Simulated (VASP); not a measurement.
# W16C: single point with PBE

System: W16C, a slab with vacuum.

```
W C
1.0
     6.36740    0.00000    0.00000
     0.00000    6.36740    0.00000
     0.00000    0.00000   20.14258
W C
16 1
Cartesian
  1.5918 1.5918 4.0000
  1.5918 4.7755 4.0000
  4.7755 1.5918 4.0000
  4.7755 4.7755 4.0000
  0.0000 0.0000 5.5918
  0.0000 3.1837 5.5918
  3.1837 0.0000 5.5918
  3.1837 3.1837 5.5918
  1.5918 1.5918 7.2502
  1.5918 4.7755 7.2502
  4.7755 1.5918 7.2502
  4.7755 4.7755 7.2502
  0.0000 0.0000 8.6426
  0.0000 3.1837 8.6426
  3.1837 0.0000 8.6426
  3.1837 3.1837 8.6426
  0.3980 1.5918 9.7277
```

| Property | Result |
| --- | --- |
| Program | VASP 6.6.1 |
| Task | single point |
| Functional | PBE |
| Potentials or basis | VASP PAW PBE potentials, release 64 (W_sv, C) |
| Cutoff | 520 eV |
| k mesh | 4 × 4 × 1 |
| Occupations | gaussian, width 0.1 eV |
| Spin | no spin polarisation |
| Dipole correction | yes |
| Further INCAR settings | LREAL = Auto; ALGO = Normal; EDIFF = 1e-07; NBANDS = 128 |

```json
{"Largest force": "2.213 eV/Å", "Band gap on the k mesh": "zero (bands 114 and 115 overlap by 0.31 eV)"}
```

Forces in eV/Å, atoms in the order of the input:
```
W    0.072  0.000  2.212
W   -0.045  0.000  2.018
W   -0.109  0.000  2.052
W    0.050  0.000  2.173
W    0.044 -0.010 -2.158
W    0.044  0.010 -2.158
W    0.093 -0.028 -2.154
W    0.093  0.028 -2.154
W    0.822  0.000 -0.325
W    0.808  0.000 -0.491
W   -1.011  0.000 -0.835
W   -1.437  0.000 -0.535
W   -0.505  0.824  1.237
W   -0.505 -0.824  1.237
W    0.113  0.078 -0.094
W    0.113 -0.078 -0.094
C    1.360  0.000  0.070
```

Levels at points of the mesh, in eV from the Fermi level:
| k point | band 113 | band 114 | band 115 | band 116 | band 117 | band 118 |
| --- | --- | --- | --- | --- | --- | --- |
| (0.00, 0.00, 0.00) | 0.15 | 0.20 | 0.37 | 0.65 | 0.79 | 0.83 |
| (0.50, 0.00, 0.00) | -0.15 | -0.14 | -0.04 | 0.34 | 0.48 | 0.69 |
| (0.00, 0.50, 0.00) | -0.13 | -0.07 | -0.05 | 0.09 | 0.41 | 0.76 |
| (0.50, 0.50, 0.00) | -0.13 | -0.04 | -0.04 | -0.03 | -0.01 | 0.25 |

Run time: 24 min on 1 thread of Intel(R) Xeon(R) 6975P-C (Granite Rapids) (shared host), peak memory 1 GiB.

Caveat: spin-orbit coupling is left out, which moves the levels of the heavy elements.
